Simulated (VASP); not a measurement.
Ti, 1 atom in the cell. The structure is cubic, space group Im-3m (No. 229). Conventional cell: a = 3.233 Å, b = 3.233 Å, c = 3.233 Å, α = 90.00°, β = 90.00°, γ = 90.00°. Within 3.7 Å of Ti (site symmetry m-3m) lie 14 Ti at 2.80 to 3.23 Å.  This cell differs from its parent crystal: strain -0.015 along x and y, -0.015 along z.

```yaml
Program: VASP 6.6.1
Task: single point
Functional: LDA
Potentials_or_basis: VASP PAW LDA potentials, release 64 (Ti_sv)
Cutoff: 520 eV
k_mesh: 20 × 20 × 20
Occupations: gaussian, width 0.15 eV
Spin: no spin polarisation
Dipole_correction: no
Further_INCAR_settings: ALGO = Normal; EDIFF = 1e-06; NBANDS = 12
```

Potentials or basis: VASP PAW LDA potentials, release 64 (Ti_sv).

The run is started by

```sh
$ cat potpaw_LDA.64/Ti_sv/POTCAR > POTCAR
$ mpirun -np 1 vasp_std > vasp.out
```

Hardware: 1 thread of Intel(R) Xeon(R) Platinum 8259CL CPU @ 2.50GHz (Skylake/Cascade Lake), with other jobs on the host.

Estimate the wall time of this run.

Wall time 26 s on 1 thread of Intel(R) Xeon(R) Platinum 8259CL CPU @ 2.50GHz (Skylake/Cascade Lake), on a shared host, peak memory 0.17 GiB. Counts: scf iterations 12, k points 256.
